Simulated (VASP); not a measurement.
# Al (Fm-3m) in VASP: a series of runs

Al is run at these levels: r2SCAN; tasks: single point.

Everything below comes from runs of VASP 6.6.1. Logs are shortened: lines on timing, memory, paths and dates and some standing lists are left out, and cuts for length are marked.

## Step 1: The cell of the first run

The structure is cubic, space group Fm-3m (No. 225). The conventional cell has a = 3.930 Å, b = 3.930 Å, c = 3.930 Å, α = 90.00°, β = 90.00°, γ = 90.00°. Within 3.7 Å of Al (site symmetry m-3m) lie 12 Al at 2.78 Å.

## Step 2: Single point, r2SCAN

File POSCAR:

```
Al
1.0
    0.0000000000      1.9648346770      1.9648346770
    1.9648346770      0.0000000000      1.9648346770
    1.9648346770      1.9648346770      0.0000000000
Al
1
Direct
    0.0000000000      0.0000000000      0.0000000000
```

File INCAR.step1:

```
SYSTEM = Al
ALGO = Normal ; EDIFF = 1E-5
ENCUT = 550 ; GGA = PE
GGA_COMPAT = .False. ; ISMEAR = -1
LASPH = .True. ; LCHARG = .False.
LREAL = .False. ; LWAVE = .True.
NBANDS = 8 ; NELM = 120
PREC = Accurate ; SIGMA = 0.1
```

File INCAR.step2:

```
SYSTEM = Al
ALGO = Normal ; EDIFF = 1E-6
ENCUT = 550 ; GGA_COMPAT = .False.
ISIF = 2 ; ISMEAR = -1
ISTART = 1 ; LASPH = .True.
LCHARG = .True. ; LELF = .True.
LMIXTAU = .True. ; LREAL = .False.
LVHAR = .True. ; LWAVE = .False.
METAGGA = R2SCAN ; NBANDS = 8
NELM = 120 ; PREC = Accurate
SIGMA = 0.1
```

File KPOINTS:

```
k-points
0
Gamma
  14 14 14
  0 0 0
```

Potentials or basis: VASP PAW PBE potentials, release 64 (Al).

On the command line:

```console
> cat potpaw_PBE.64/Al/POTCAR > POTCAR
> cp INCAR.step1 INCAR
> mpirun -np 1 vasp_std > vasp.out
> cp INCAR.step2 INCAR
> mpirun -np 1 vasp_std > vasp.out
```

OUTCAR:

```text
SYSTEM = Al
   EDIFF = 1E-6
   ENCUT = 550
   ISIF = 2
   ISMEAR = -1
   ISTART = 1
   LASPH = .True.
   LREAL = .False.
   METAGGA = R2SCAN
   NELM = 120
   PREC = Accurate

 ion  position               nearest neighbor table
   1  0.000  0.000  0.000-

  LATTYP: Found a face centered cubic cell.
 ALAT       =     3.9296693540

  Lattice vectors:

 A1 = (   0.0000000000,   1.9648346770,   1.9648346770)
 A2 = (   1.9648346770,   0.0000000000,   1.9648346770)
 A3 = (   1.9648346770,   1.9648346770,   0.0000000000)

Analysis of symmetry for initial positions (statically):
=====================================================================
 Subroutine PRICEL returns:
 Original cell was already a primitive cell.

 Routine SETGRP: Setting up the symmetry group for a
 face centered cubic supercell.

 Subroutine GETGRP returns: Found 48 space group operations
 (whereof 48 operations were pure point group operations)
 out of a pool of 48 trial point group operations.

The static configuration has the point symmetry O_h .

Analysis of symmetry for dynamics (positions and initial velocities):
=====================================================================
 Subroutine PRICEL returns:
 Original cell was already a primitive cell.

 Routine SETGRP: Setting up the symmetry group for a
 face centered cubic supercell.

 Subroutine GETGRP returns: Found 48 space group operations
 (whereof 48 operations were pure point group operations)
 out of a pool of 48 trial point group operations.

The dynamic configuration has the point symmetry O_h .

 Subroutine INISYM returns: Found 48 space group operations
 (whereof 48 operations are pure point group operations),
 and found     1 'primitive' translations

----------------------------------------------------------------------------------------

                                     Primitive cell

  volume of cell :      15.1708

  direct lattice vectors                    reciprocal lattice vectors
     0.000000000  1.964834677  1.964834677    -0.254474336  0.254474336  0.254474336
     1.964834677  0.000000000  1.964834677     0.254474336 -0.254474336  0.254474336
     1.964834677  1.964834677  0.000000000     0.254474336  0.254474336 -0.254474336

  length of vectors
     2.778695848  2.778695848  2.778695848     0.440762479  0.440762479  0.440762479

  position of ions in fractional coordinates (direct lattice)
     0.000000000  0.000000000  0.000000000

  ion indices of the primitive-cell ions
   primitive index   ion index
[... 75 lines left out ...]
   EDIFFG = 0.1E-04   stopping-criterion for IOM
   NSW    =      0    number of steps for IOM
   IBRION =     -1    ionic relax: 0-MD 1-quasi-New 2-CG
   NFREE  =      0    steps in history (QN), initial steepest desc. (CG)
   ISIF   =      2    stress and relaxation
   ISYM   =      2    0-nonsym 1-usesym 2-fastsym
   POTIM  = 0.5000    time-step for ionic-motion
   TEBEG  =    0.0;   TEEND  =   0.0 temperature during run
   PSTRESS=    0.0 pullay stress
   NELECT =       3.0000    total number of electrons
   NUPDOWN=      -1.0000    fix difference up-down
   EMIN   =  10.00;   EMAX   =-10.00  energy-range for DOS
   EFERMI =   0.00;   METHOD = LEGACY
   ISMEAR =    -1;   SIGMA  =   0.10  broadening in eV -4-tet -1-fermi 0-gaus
   EFERMI_NEDOS =   21; number of points for ismear=-14 and -15
   IALGO  =     38    algorithm
   IMIX   =      4    mixing-type and parameters
     AMIX     =   0.40;   BMIX     =  1.00
     AMIX_MAG =   1.60;   BMIX_MAG =  1.00
  volume/ion in A,a.u.               =      15.17       102.38
  Fermi-wavevector in a.u.,A,eV,Ry     =   0.953775  1.802373 12.377038  0.909687
  Thomas-Fermi vector in A             =   2.082461
   LORBIT       =      0    0 simple, 1 ext, 2 COOP (PROOUT), +10 PAW based schemes
   METAGGA = R2SCAN    functional components
   LHFCALC =     F    Hartree Fock is set to
   AEXX    =    0.0000 exact exchange contribution
   IVDW    =     0    specifies the selected vdW correction
   LEPSILON=     F    determine dielectric tensor
   LRPA    =     F    only Hartree local field effects (RPA)
 non-spin polarized calculation
  energy-cutoff  :      550.00
  volume of cell :       15.17
 maximum number of plane-waves:       459
 NGX is ok and might be reduce to    24
   NGX = 11   NGY = 11   NGZ = 11

 number of electron       3.0000000 magnetization

 Free energy of the ion-electron system (eV)
  ---------------------------------------------------
  ext. energy  EPLUGINS =         0.00000000
  ---------------------------------------------------
  free energy    TOTEN  =        -6.73129161 eV

  energy without entropy =       -6.72012017  energy(sigma->0) =       -6.72570589

 E-fermi :   8.8986     XC(G=0): -11.2220

 val. band max:        8.8979651144   @ k =   0.5000   0.2857   0.0000
 cond. band min:       8.9547405268   @ k =  -0.2857   0.2857   0.0000
 fundamental gap:      0.0567754124
 Fermi energy:         8.8985889501

 k-point     1 :       0.0000    0.0000    0.0000
  band No.  band energies     occupation
      1      -3.5275      2.00000
      2      22.7273      0.00000
      3      22.7273      0.00000
      4      22.7273      0.00000
      5      25.3337      0.00000
      6      25.3337      0.00000
      7      25.3337      0.00000
      8      26.9018      0.00000
[... 243 lines left out ...]
 k-point    24 :       0.2857    0.1429    0.0000
  band No.  band energies     occupation
      1      -1.2645      2.00000
      2      13.6694      0.00000
      3      18.4577      0.00000
      4      19.7714      0.00000
      5      20.8484      0.00000
      6      25.2174      0.00000
      7      29.3214      0.00000
      8      30.0197      0.00000

 [... further k-points ...]

------------------------ aborting loop because EDIFF is reached ----------------------------------------

  FORCE on cell =-STRESS in cart. coord.  units (eV):
  Direction    XX          YY          ZZ          XY          YZ          ZX
  --------------------------------------------------------------------------------------
  -------------------------------------------------------------------------------------
  Total        0.4140079      0.4140079      0.4140079     -0.0000000      0.0000000     -0.0000000
  in kB       43.7231190     43.7231190     43.7231190     -0.0000000      0.0000000     -0.0000000
  external PRESSURE =      43.7231190 kB  Pullay stress =       0.0000000 kB

 VOLUME and BASIS-vectors are now :
 -----------------------------------------------------------------------------
  energy-cutoff  :      550.00
  volume of cell :       15.17
      direct lattice vectors                 reciprocal lattice vectors
     0.000000000  1.964834677  1.964834677    -0.254474336  0.254474336  0.254474336
     1.964834677  0.000000000  1.964834677     0.254474336 -0.254474336  0.254474336
     1.964834677  1.964834677  0.000000000     0.254474336  0.254474336 -0.254474336

 POSITION                                       TOTAL-FORCE (eV/Angst)
 -----------------------------------------------------------------------------------
      0.00000      0.00000      0.00000        -0.000000      0.000000     -0.000000
 -----------------------------------------------------------------------------------
    total drift:                               -0.000000     -0.000000     -0.000000

  FREE ENERGIE OF THE ION-ELECTRON SYSTEM (eV)
  ---------------------------------------------------
  free  energy   TOTEN  =        -6.7312916146 eV

  energy  without entropy=       -6.7201201750  energy(sigma->0) =       -6.72570589
```

OUTCAR.step1:

```text
SYSTEM = Al
   EDIFF = 1E-5
   ENCUT = 550
   GGA = PE
   ISMEAR = -1
   LASPH = .True.
   LREAL = .False.
[... 480 lines left out ...]
 -----------------------------------------------------------------------------------
      0.00000      0.00000      0.00000        -0.000000     -0.000000     -0.000000
 -----------------------------------------------------------------------------------
    total drift:                               -0.000000      0.000000      0.000000

  FREE ENERGIE OF THE ION-ELECTRON SYSTEM (eV)
  ---------------------------------------------------
  free  energy   TOTEN  =        -3.7176451773 eV

  energy  without entropy=       -3.7040178830  energy(sigma->0) =       -3.71083153
```

It took 58 s on 1 thread of Intel Xeon 8259CL, shared host; peak memory 0.14 GiB.

What came out:

```
Free energy            : -6.7313 eV
Pressure               : 4.4 GPa
Band gap on the k mesh : zero (an odd number of electrons rules out a gap without spin polarisation)
```

Caveat: the cell stands under pressure; the PAW data sets were made with another functional, which shifts forces and pressure a little.

## Step 3: Single point, r2SCAN

This run uses another cell than the first one, of 15.67 Å³/atom.

File POSCAR:

```
Al
1.0
    0.0000000000      1.9859635516      1.9859635516
    1.9859635516      0.0000000000      1.9859635516
    1.9859635516      1.9859635516      0.0000000000
Al
1
Direct
    0.0000000000      0.0000000000      0.0000000000
```

File INCAR.step1:

```
SYSTEM = Al
PREC = Accurate
ENCUT = 550
ISMEAR = -1
SIGMA = 0.1
LREAL = .False.
LASPH = .True.
NELM = 120
NBANDS = 8
GGA = PE
ALGO = Normal
EDIFF = 1E-5
LWAVE = .True.
LCHARG = .False.
GGA_COMPAT = .False.
```

File INCAR.step2:

```
SYSTEM = Al
PREC = Accurate
ENCUT = 550
EDIFF = 1E-6
ISMEAR = -1
SIGMA = 0.1
LREAL = .False.
LASPH = .True.
NELM = 120
ALGO = Normal
ISIF = 2
LWAVE = .False.
LCHARG = .False.
METAGGA = R2SCAN
LMIXTAU = .True.
NBANDS = 8
ISTART = 1
GGA_COMPAT = .False.
```

File KPOINTS:

```
Automatic mesh
0
Gamma
  14 14 14
  0 0 0
```

Potentials or basis: VASP PAW PBE potentials, release 64 (Al).

On the command line:

```console
> cat potpaw_PBE.64/Al/POTCAR > POTCAR
> cp INCAR.step1 INCAR
> mpirun -np 1 vasp_std > vasp.out
> cp INCAR.step2 INCAR
> mpirun -np 1 vasp_std > vasp.out
```

Wall time 48 s (1 thread of Intel Xeon 8259CL, shared host); peak memory 0.14 GiB.

It converged, with:

* Free energy: -6.7393 eV
* Pressure: 1.0 GPa
* Band gap on the k mesh: zero (an odd number of electrons rules out a gap without spin polarisation)

Levels at points of the mesh, in eV from the Fermi level:
| k point | band 1 | band 2 | band 3 | band 4 | band 5 | band 6 |
| --- | --- | --- | --- | --- | --- | --- |
| (0.00, 0.00, 0.00) | -12.19 | 13.64 | 13.64 | 13.64 | 15.97 | 15.97 |
| (0.50, 0.00, 0.00) | -5.20 | -4.59 | 12.35 | 12.35 | 12.93 | 12.93 |
| (0.50, 0.50, 0.00) | -3.27 | -1.66 | 5.49 | 6.28 | 6.28 | 10.47 |

Caveat: the PAW data sets were made with another functional, which shifts forces and pressure a little.

## Step 4: Single point, r2SCAN

This run uses another cell than the first one, of 16.16 Å³/atom.

File POSCAR:

```
Al
1.0
    0.0000000000      2.0066521608      2.0066521608
    2.0066521608      0.0000000000      2.0066521608
    2.0066521608      2.0066521608      0.0000000000
Al
1
Direct
    0.0000000000      0.0000000000      0.0000000000
```

File INCAR.step1:

```
SYSTEM = Al
PREC = Accurate ; ENCUT = 550
ISMEAR = -1 ; SIGMA = 0.1
LREAL = .FALSE. ; LASPH = .TRUE.
NELM = 120 ; NBANDS = 8
GGA = PE ; ALGO = Normal
EDIFF = 1E-5 ; LWAVE = .TRUE.
LCHARG = .FALSE. ; GGA_COMPAT = .FALSE.
```

File INCAR.step2:

```
SYSTEM = Al
PREC = Accurate ; ENCUT = 550
EDIFF = 1E-6 ; ISMEAR = -1
SIGMA = 0.1 ; LREAL = .FALSE.
LASPH = .TRUE. ; NELM = 120
ALGO = Normal ; ISIF = 2
LWAVE = .FALSE. ; LCHARG = .FALSE.
METAGGA = R2SCAN ; LMIXTAU = .TRUE.
NBANDS = 8 ; ISTART = 1
GGA_COMPAT = .FALSE.
```

File KPOINTS:

```
regular mesh
0
G
  14 14 14
  0 0 0
```

On the command line:

```console
> cat potpaw_PBE.64/Al/POTCAR > POTCAR
> cp INCAR.step1 INCAR
> mpirun -np 1 vasp_std > vasp.out
> cp INCAR.step2 INCAR
> mpirun -np 1 vasp_std > vasp.out
```

Wall time 56 s (1 thread of Intel Xeon 8259CL, shared host); peak memory 0.14 GiB.

It converged, with:

| Quantity | Value |
| --- | --- |
| Free energy | -6.7378 eV |
| Pressure | -1.8 GPa |
| Band gap on the k mesh | zero (an odd number of electrons rules out a gap without spin polarisation) |

Levels at points of the mesh, in eV from the Fermi level:
```
           k point  band 1  band 2  band 3  band 4  band 5
(0.00, 0.00, 0.00)  -11.97   13.46   13.46   13.46   15.53
(0.50, 0.00, 0.00)   -5.07   -4.54   12.20   12.20   12.57
(0.50, 0.50, 0.00)   -3.19   -1.64    5.48    6.12    6.12
```

Caveat: the PAW data sets were made with another functional, which shifts forces and pressure a little.

## Step 5: Single point, r2SCAN

This run uses another cell than the first one, of 16.16 Å³/atom.

POSCAR is that of step 4.

File INCAR.step1:

```
PREC = Accurate
ENCUT = 550
ISMEAR = -1
SIGMA = 0.1
LREAL = F
LASPH = T
NELM = 120
NBANDS = 8
GGA = PE
ALGO = Normal
EDIFF = 1E-5
LWAVE = T
LCHARG = F
GGA_COMPAT = F
```

File INCAR.step2:

```
PREC = Accurate
ENCUT = 550
EDIFF = 1E-6
ISMEAR = -1
SIGMA = 0.1
LREAL = F
LASPH = T
NELM = 120
ALGO = Normal
ISIF = 2
LWAVE = F
LCHARG = T
METAGGA = R2SCAN
LMIXTAU = T
LELF = T
LVHAR = T
NBANDS = 8
ISTART = 1
GGA_COMPAT = F
```

File KPOINTS:

```
Automatic mesh
0
Gamma
  14 14 14
```

On the command line:

```console
> cat potpaw_PBE.64/Al/POTCAR > POTCAR
> cp INCAR.step1 INCAR
> mpirun -np 1 vasp_std > vasp.out
> cp INCAR.step2 INCAR
> mpirun -np 1 vasp_std > vasp.out
```

Wall time 59 s (1 thread of Intel Xeon 8259CL, shared host); peak memory 0.14 GiB.

The run converged. Its results:

```
Free energy            : -6.7378 eV
Pressure               : -1.8 GPa
Band gap on the k mesh : zero (an odd number of electrons rules out a gap without spin polarisation)
```

Levels at points of the mesh, in eV from the Fermi level:
```
           k point  band 1  band 2  band 3  band 4
(0.00, 0.00, 0.00)  -11.97   13.46   13.46   13.46
(0.50, 0.00, 0.00)   -5.07   -4.54   12.20   12.20
(0.50, 0.50, 0.00)   -3.19   -1.64    5.48    6.12
```

Caveat: the PAW data sets were made with another functional, which shifts forces and pressure a little.

## Step 6: Single point, r2SCAN

This run uses another cell than the first one, of 16.65 Å³/atom.

File POSCAR:

```
Al
1.0
    0.0000000000      2.0269227465      2.0269227465
    2.0269227465      0.0000000000      2.0269227465
    2.0269227465      2.0269227465      0.0000000000
Al
1
Direct
    0.0000000000      0.0000000000      0.0000000000
```

File INCAR.step1:

```
SYSTEM = Al
  PREC = Accurate
  ENCUT = 550
  ISMEAR = -1
  SIGMA = 0.1
  LREAL = .FALSE.
  LASPH = .TRUE.
  NELM = 120
  NBANDS = 8
  GGA = PE
  ALGO = Normal
  EDIFF = 1E-5
  LWAVE = .TRUE.
  LCHARG = .FALSE.
  GGA_COMPAT = .FALSE.
```

File INCAR.step2:

```
SYSTEM = Al
  PREC = Accurate
  ENCUT = 550
  EDIFF = 1E-6
  ISMEAR = -1
  SIGMA = 0.1
  LREAL = .FALSE.
  LASPH = .TRUE.
  NELM = 120
  ALGO = Normal
  ISIF = 2
  LWAVE = .FALSE.
  LCHARG = .TRUE.
  METAGGA = R2SCAN
  LMIXTAU = .TRUE.
  LELF = .TRUE.
  LVHAR = .TRUE.
  NBANDS = 8
  ISTART = 1
  GGA_COMPAT = .FALSE.
```

File KPOINTS:

```
regular mesh
0
G
  14 14 14
  0 0 0
```

Potentials or basis: VASP PAW PBE potentials, release 64 (Al).

On the command line:

```console
> cat potpaw_PBE.64/Al/POTCAR > POTCAR
> cp INCAR.step1 INCAR
> mpirun -np 1 vasp_std > vasp.out
> cp INCAR.step2 INCAR
> mpirun -np 1 vasp_std > vasp.out
```

Wall time 56 s (1 thread of Intel Xeon 8259CL, shared host); peak memory 0.14 GiB.

Results (log left out):

```
Free energy            : -6.7283 eV
Pressure               : -4.2 GPa
Band gap on the k mesh : zero (an odd number of electrons rules out a gap without spin polarisation)
```

Levels at points of the mesh, in eV from the Fermi level:
```csv
k point,band 1,band 2,band 3,band 4,band 5,band 6
"(0.00, 0.00, 0.00)",-11.76,13.29,13.29,13.29,15.11,15.11
"(0.50, 0.00, 0.00)",-4.94,-4.51,12.05,12.05,12.22,12.22
"(0.50, 0.50, 0.00)",-3.12,-1.63,5.48,5.97,5.97,9.82
```

Caveat: the cell stands under tension; the PAW data sets were made with another functional, which shifts forces and pressure a little.

## Step 7: The runs side by side

| cell | gap on the mesh (eV) | pressure (GPa) |
| --- | --- | --- |
| a = 2.779 Å, angles 60.0°, 1 atom | none | 4.4 |
| a = 2.809 Å, angles 60.0°, 1 atom | none | 1.0 |
| a = 2.838 Å, angles 60.0°, 1 atom | none | -1.8 |
| a = 2.867 Å, angles 60.0°, 1 atom | none | -4.2 |

Alike in all rows: task single point; level r2SCAN; potentials or basis VASP PAW PBE potentials, release 64 (Al); no spin polarisation; k mesh 14 × 14 × 14; cutoff (eV) 550; smearing fermi-dirac 0.1 eV.

Caveats: the PAW data sets were made with another functional, which shifts forces and pressure a little; the cell stands under pressure (at least some runs); the cell stands under tension (at least some runs).

Total energies depend on the potentials used, so only differences within one code and one set of settings carry meaning.
